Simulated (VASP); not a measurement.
# Sn (Fd-3m) in VASP: a series of runs

Sn is run at these levels: PBE; tasks: single point.

All numbers are computed with VASP 6.6.1; they aren't measurements. Logs are shortened: lines on timing, memory, paths and dates and some standing lists are left out, and cuts for length are marked.

## 1. The cell of the first run

The structure is cubic, space group Fd-3m (No. 227). Conventional cell: a = 6.467 Å, b = 6.467 Å, c = 6.467 Å, α = 90.00°, β = 90.00°, γ = 90.00°. Within 3.7 Å of Sn (site symmetry -43m) lie 4 Sn at 2.80 Å.

## 2. Single point, PBE

INCAR

```
SYSTEM = Sn
  PREC = Accurate
  ENCUT = 520
  EDIFF = 1E-6
  ISMEAR = 1
  SIGMA = 0.025
  LREAL = .False.
  LASPH = .True.
  NELM = 80
  ALGO = Normal
  ISIF = 2
  LWAVE = .False.
  LCHARG = .False.
  GGA = PE
  NBANDS = 21
```

KPOINTS

```
Automatic mesh
0
Gamma
  6 6 6
  0 0 0
```

POSCAR

```
Sn
1.0
    0.0000000000      3.2333428000      3.2333428000
    3.2333428000      0.0000000000      3.2333428000
    3.2333428000      3.2333428000      0.0000000000
Sn
2
Direct
    0.7500000000      0.7500000000      0.7500000000
    0.5000000000      0.5000000000      0.5000000000
```

Potentials or basis: VASP PAW PBE potentials, release 64 (Sn_d).

On the command line:

```
$ cat potpaw_PBE.64/Sn_d/POTCAR > POTCAR
$ mpirun -np 1 vasp_std > vasp.out
```

OUTCAR:

```text
SYSTEM = Sn
   PREC = Accurate
   ENCUT = 520
   EDIFF = 1E-6
   ISMEAR = 1
   LREAL = .False.
   LASPH = .True.
   NELM = 80
   ISIF = 2
   GGA = PE

 ion  position               nearest neighbor table
   1  0.750  0.750  0.750-   2 2.80   2 2.80   2 2.80   2 2.80
   2  0.500  0.500  0.500-   1 2.80   1 2.80   1 2.80   1 2.80

  LATTYP: Found a face centered cubic cell.
 ALAT       =     6.4666856000

  Lattice vectors:

 A1 = (   0.0000000000,   3.2333428000,   3.2333428000)
 A2 = (   3.2333428000,   0.0000000000,   3.2333428000)
 A3 = (   3.2333428000,   3.2333428000,   0.0000000000)

Analysis of symmetry for initial positions (statically):
=====================================================================
 Subroutine PRICEL returns:
 Original cell was already a primitive cell.

 Routine SETGRP: Setting up the symmetry group for a
 face centered cubic supercell.

 Subroutine GETGRP returns: Found 48 space group operations
 (whereof 24 operations were pure point group operations)
 out of a pool of 48 trial point group operations.

The static configuration has the point symmetry T_d .
 The point group associated with its full space group is O_h .

Analysis of symmetry for dynamics (positions and initial velocities):
=====================================================================
 Subroutine PRICEL returns:
 Original cell was already a primitive cell.

 Routine SETGRP: Setting up the symmetry group for a
 face centered cubic supercell.

 Subroutine GETGRP returns: Found 48 space group operations
 (whereof 24 operations were pure point group operations)
 out of a pool of 48 trial point group operations.

The dynamic configuration has the point symmetry T_d .
 The point group associated with its full space group is O_h .

 Subroutine INISYM returns: Found 48 space group operations
 (whereof 24 operations are pure point group operations),
 and found     1 'primitive' translations

----------------------------------------------------------------------------------------

                                     Primitive cell

  volume of cell :      67.6060

  direct lattice vectors                    reciprocal lattice vectors
     0.000000000  3.233342800  3.233342800    -0.154638723  0.154638723  0.154638723
     3.233342800  0.000000000  3.233342800     0.154638723 -0.154638723  0.154638723
     3.233342800  3.233342800  0.000000000     0.154638723  0.154638723 -0.154638723

  length of vectors
     4.572637240  4.572637240  4.572637240     0.267842124  0.267842124  0.267842124

  position of ions in fractional coordinates (direct lattice)
     0.750000000  0.750000000  0.750000000
     0.500000000  0.500000000  0.500000000

  ion indices of the primitive-cell ions
   primitive index   ion index
                 1           1
                 2           2

----------------------------------------------------------------------------------------

 KPOINTS: Automatic mesh

Automatic generation of k-mesh.
 Grid dimensions read from file:
 generate k-points for:    6    6    6

 Generating k-lattice:

  Cartesian coordinates                     Fractional coordinates (reciprocal lattice)
    -0.025773120  0.025773120  0.025773120     0.166666667  0.000000000  0.000000000
     0.025773120 -0.025773120  0.025773120     0.000000000  0.166666667  0.000000000
     0.025773120  0.025773120 -0.025773120     0.000000000  0.000000000  0.166666667

  Length of vectors
     0.044640354  0.044640354  0.044640354

  Shift w.r.t. Gamma in fractional coordinates (k-lattice)
     0.000000000  0.000000000  0.000000000

 Subroutine IBZKPT returns following result:
 ===========================================

 Found     16 irreducible k-points:

 Following reciprocal coordinates:
            Coordinates               Weight
  0.000000  0.000000  0.000000      1.000000
  0.166667  0.000000  0.000000      8.000000
  0.333333  0.000000  0.000000      8.000000
  0.500000  0.000000  0.000000      4.000000
  0.166667  0.166667  0.000000      6.000000
  0.333333  0.166667  0.000000     24.000000
[... 8 lines left out ...]
 -0.333333  0.333333  0.166667     24.000000
 -0.333333  0.500000  0.166667     12.000000
   k-points           NKPTS =     16   k-points in BZ     NKDIM =     16   number of bands    NBANDS=     21
   number of dos      NEDOS =    301   number of ions     NIONS =      2
   total plane-waves  NPLWV =  46656
   dimension x,y,z NGX =    36 NGY =   36 NGZ =   36
   dimension x,y,z NGXF=    72 NGYF=   72 NGZF=   72
   ions per type =               2
   NGX,Y,Z   is equivalent  to a cutoff of  13.09, 13.09, 13.09 a.u.
   NGXF,Y,Z  is equivalent  to a cutoff of  26.18, 26.18, 26.18 a.u.
 SYSTEM =  Sn
   PREC   = accura    normal or accurate (medium, high low for compatibility)
   ISTART =      0    job   : 0-new  1-cont  2-samecut
   ICHARG =      2    charge: 1-file 2-atom 10-const
   ISPIN  =      1    spin polarized calculation?
   LNONCOLLINEAR =      F non collinear calculations
   LSORBIT =      F    spin-orbit coupling
   LASPH  =      T    aspherical Exc in radial PAW
   ENCUT  =  520.0 eV  38.22 Ry    6.18 a.u.   8.50  8.50  8.50*2*pi/ulx,y,z
   NELM   =     80;   NELMIN=  2; NELMDL= -5     # of ELM steps
   EDIFF  = 0.1E-05   stopping-criterion for ELM
   LREAL  =      F    real-space projection
   EDIFFG = 0.1E-04   stopping-criterion for IOM
   NSW    =      0    number of steps for IOM
   IBRION =     -1    ionic relax: 0-MD 1-quasi-New 2-CG
   NFREE  =      0    steps in history (QN), initial steepest desc. (CG)
   ISIF   =      2    stress and relaxation
   ISYM   =      2    0-nonsym 1-usesym 2-fastsym
   POTIM  = 0.5000    time-step for ionic-motion
   TEBEG  =    0.0;   TEEND  =   0.0 temperature during run
   PSTRESS=    0.0 pullay stress
   NELECT =      28.0000    total number of electrons
   NUPDOWN=      -1.0000    fix difference up-down
   EMIN   =  10.00;   EMAX   =-10.00  energy-range for DOS
   EFERMI =   0.00;   METHOD = LEGACY
   ISMEAR =     1;   SIGMA  =   0.03  broadening in eV -4-tet -1-fermi 0-gaus
   EFERMI_NEDOS =   21; number of points for ismear=-14 and -15
   IALGO  =     38    algorithm
   IMIX   =      4    mixing-type and parameters
     AMIX     =   0.40;   BMIX     =  1.00
     AMIX_MAG =   1.60;   BMIX_MAG =  1.00
  volume/ion in A,a.u.               =      33.80       228.11
  Fermi-wavevector in a.u.,A,eV,Ry     =   1.220298  2.306028 20.260793  1.489126
  Thomas-Fermi vector in A             =   2.355520
   LORBIT       =      0    0 simple, 1 ext, 2 COOP (PROOUT), +10 PAW based schemes
   GGA     = PE    functional components
   LHFCALC =     F    Hartree Fock is set to
   AEXX    =    0.0000 exact exchange contribution
   IVDW    =     0    specifies the selected vdW correction
   LEPSILON=     F    determine dielectric tensor
   LRPA    =     F    only Hartree local field effects (RPA)
 non-spin polarized calculation
 Methfessel and Paxton  Order N= 1 SIGMA  =   0.03
  energy-cutoff  :      520.00
  volume of cell :       67.61
 maximum number of plane-waves:      1853
 NGX is ok and might be reduce to    36
   NGX = 17   NGY = 17   NGZ = 17

 number of electron      28.0000008 magnetization

 Free energy of the ion-electron system (eV)
  ---------------------------------------------------
  ext. energy  EPLUGINS =         0.00000000
  ---------------------------------------------------
  free energy    TOTEN  =        -7.59169165 eV

  energy without entropy =       -7.59156144  energy(sigma->0) =       -7.59164825

 E-fermi :   5.7747     XC(G=0):  -8.9173

 val. band max:        5.7746472696   @ k =   0.5000   0.0000   0.0000
 cond. band min:       5.8466320988   @ k =   0.0000   0.0000   0.0000
 fundamental gap:      0.0719848292
 Fermi energy:         5.7746512700

 k-point     1 :       0.0000    0.0000    0.0000
  band No.  band energies     occupation
      1     -15.9423      2.00000
      2     -15.9423      2.00000
      3     -15.9423      2.00000
      4     -15.8813      2.00000
      5     -15.8813      2.00000
      6     -15.5635      2.00000
[... 13 lines left out ...]
     20      13.7442      0.00000
     21      13.7442      0.00000

 k-point     2 :       0.1667    0.0000    0.0000
  band No.  band energies     occupation
      1     -15.9590      2.00000
      2     -15.9590      2.00000
      3     -15.9357      2.00000
      4     -15.8569      2.00000
      5     -15.8569      2.00000
      6     -15.5939      2.00000
[... 13 lines left out ...]
     20      12.6765      0.00000
     21      12.6765      0.00000

 k-point     3 :       0.3333    0.0000    0.0000
  band No.  band energies     occupation
      1     -15.9751      2.00000
      2     -15.9751      2.00000
      3     -15.9221      2.00000
      4     -15.8280      2.00000
      5     -15.8280      2.00000
      6     -15.6178      2.00000
[... 13 lines left out ...]
     20      13.1067      0.00000
     21      13.1067      0.00000

 k-point     4 :       0.5000    0.0000    0.0000
  band No.  band energies     occupation
      1     -15.9795      2.00000
      2     -15.9795      2.00000
      3     -15.9149      2.00000
      4     -15.8190      2.00000
      5     -15.8190      2.00000
      6     -15.6241      2.00000
[... 13 lines left out ...]
     20      14.5821      0.00000
     21      14.5822      0.00000

 k-point     5 :       0.1667    0.1667    0.0000
  band No.  band energies     occupation
      1     -15.9571      2.00000
      2     -15.9571      2.00000
      3     -15.9516      2.00000
      4     -15.8588      2.00000
      5     -15.8289      2.00000
      6     -15.6424      2.00000
[... 13 lines left out ...]
     20      12.3863      0.00000
     21      14.0531      0.00000
[... 190 lines left out ...]
     20      15.1581      0.00000
     21      16.2307      0.00000

 k-point    14 :       0.5000    0.3333    0.1667
  band No.  band energies     occupation
      1     -16.0013      2.00000
      2     -15.9956      2.00000
      3     -15.8812      2.00000
      4     -15.7983      2.00000
      5     -15.7499      2.00000
      6     -15.7220      2.00000
[... 13 lines left out ...]
     20      13.8776      0.00000
     21      15.6125      0.00000

 k-point    15 :      -0.3333    0.3333    0.1667
  band No.  band energies     occupation
      1     -16.0155      2.00000
      2     -16.0005      2.00000
      3     -15.8477      2.00000
      4     -15.7711      2.00000
      5     -15.7402      2.00000
      6     -15.7269      2.00000
[... 13 lines left out ...]
     20      15.1526      0.00000
     21      15.4885      0.00000

 k-point    16 :      -0.3333    0.5000    0.1667
  band No.  band energies     occupation
      1     -16.0092      2.00000
      2     -16.0092      2.00000
      3     -15.8156      2.00000
      4     -15.8156      2.00000
      5     -15.7196      2.00000
      6     -15.7196      2.00000
[... 13 lines left out ...]
     20      14.8903      0.00000
     21      16.0528      0.00000

------------------------ aborting loop because EDIFF is reached ----------------------------------------

  FORCE on cell =-STRESS in cart. coord.  units (eV):
  Direction    XX          YY          ZZ          XY          YZ          ZX
  --------------------------------------------------------------------------------------
  -------------------------------------------------------------------------------------
  Total        1.6197256      1.6197256      1.6197256      0.0000000      0.0000000      0.0000000
  in kB       38.3854635     38.3854635     38.3854635      0.0000000      0.0000000      0.0000000
  external PRESSURE =      38.3854635 kB  Pullay stress =       0.0000000 kB

 VOLUME and BASIS-vectors are now :
 -----------------------------------------------------------------------------
  energy-cutoff  :      520.00
  volume of cell :       67.61
      direct lattice vectors                 reciprocal lattice vectors
     0.000000000  3.233342800  3.233342800    -0.154638723  0.154638723  0.154638723
     3.233342800  0.000000000  3.233342800     0.154638723 -0.154638723  0.154638723
     3.233342800  3.233342800  0.000000000     0.154638723  0.154638723 -0.154638723

 POSITION                                       TOTAL-FORCE (eV/Angst)
 -----------------------------------------------------------------------------------
      4.85001      4.85001      4.85001        -0.000000     -0.000000     -0.000000
      3.23334      3.23334      3.23334         0.000000      0.000000      0.000000
 -----------------------------------------------------------------------------------
    total drift:                                0.000000      0.000000      0.000000

  FREE ENERGIE OF THE ION-ELECTRON SYSTEM (eV)
  ---------------------------------------------------
  free  energy   TOTEN  =        -7.5916916529 eV

  energy  without entropy=       -7.5915614365  energy(sigma->0) =       -7.59164825
```

It took 36 s on 1 thread of Intel Xeon 8259CL, shared host; peak memory 0.2 GiB.

Results:

```yaml
Free_energy: -7.5917 eV
Pressure: 3.8 GPa
Band_gap_on_the_k_mesh: zero (band 14 reaches 5.85 eV, above the bottom of band 15 at 5.77 eV)
```

Caveat: spin-orbit coupling is left out, which moves the levels of the heavy elements.

## 3. Single point, PBE

INCAR

```
SYSTEM = Sn
PREC = Accurate
ENCUT = 520
EDIFF = 1E-7
ISMEAR = 1
SIGMA = 0.01
LREAL = .FALSE.
LASPH = .TRUE.
NELM = 80
ALGO = Fast
ISIF = 2
LWAVE = .FALSE.
LCHARG = .TRUE.
GGA = PE
LELF = .TRUE.
LVHAR = .TRUE.
NBANDS = 21
```

KPOINTS

```
regular mesh
0
G
  6 6 6
  0 0 0
```

POSCAR is that of step 2.

Potentials or basis: VASP PAW PBE potentials, release 64 (Sn_d).

On the command line:

```
$ cat potpaw_PBE.64/Sn_d/POTCAR > POTCAR
$ mpirun -np 1 vasp_std > vasp.out
```

Wall time 58 s (1 thread of Intel Xeon 8259CL, shared host); peak memory 0.2 GiB.

Results (log left out):

* Free energy: -7.5916 eV
* Pressure: 3.8 GPa
* Band gap on the k mesh: zero (band 14 reaches 5.85 eV, above the bottom of band 15 at 5.77 eV)

Levels at points of the mesh, in eV from the Fermi level:
```
           k point  band 12  band 13  band 14  band 15  band 16  band 17
(0.00, 0.00, 0.00)    -0.58     0.07     0.07     0.07     2.15     2.15
(0.50, 0.00, 0.00)    -6.35    -1.15    -1.15     0.00     3.22     3.22
(0.50, 0.50, 0.00)    -7.56    -2.51    -2.51     0.80     0.80     7.78
```

Caveat: spin-orbit coupling is left out, which moves the levels of the heavy elements.
